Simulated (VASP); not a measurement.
A run of VASP 6.6.1 is set up as follows.

Contents of INCAR:

```
SYSTEM = BaTe
PREC = Accurate ; ENCUT = 600
EDIFF = 1E-7 ; ISMEAR = 0
SIGMA = 0.02 ; LREAL = .False.
LASPH = .True. ; NELM = 60
ALGO = Normal ; ISIF = 4
LWAVE = .False. ; LCHARG = .False.
GGA = PE ; IBRION = 2
NSW = 50 ; EDIFFG = -0.01
```

Contents of KPOINTS:

```
Automatic mesh
0
Gamma
  9 9 6
  0 0 0
```

POSCAR

```
BaTe
1.0
    4.9754093951      0.0000000000      0.0000000000
   -2.4877046975      4.3088309304      0.0000000000
    0.0000000000      0.0000000000      4.5268312217
Ba Te
1 1
Direct
    0.3333333333      0.6666666667      0.5000000000
    0.0000000000      0.0000000000      0.0000000000
```

Potentials or basis: VASP PAW PBE potentials, release 64 (Ba_sv, Te).

Launch:

```console
$ cat potpaw_PBE.64/Ba_sv/POTCAR potpaw_PBE.64/Te/POTCAR > POTCAR
$ mpirun -np 1 vasp_std > vasp.out
```

Task: What does it give for the band gap on the k mesh?

Result: 1.59 eV, direct.

Step by step:
```csv
step,energy change (eV),largest force (eV/Å),pressure (GPa),volume (Å³)
1,0.0000,0.0000,-1.87,97.05
2,-0.0001,0.0000,-1.86,97.05
3,-0.0002,0.0000,-1.85,97.05
```

Caveat: the cell differs from its parent crystal (volume scaled by 1.10); spin-orbit coupling is left out, which moves the levels of the heavy elements. A k mesh can miss the band edges.
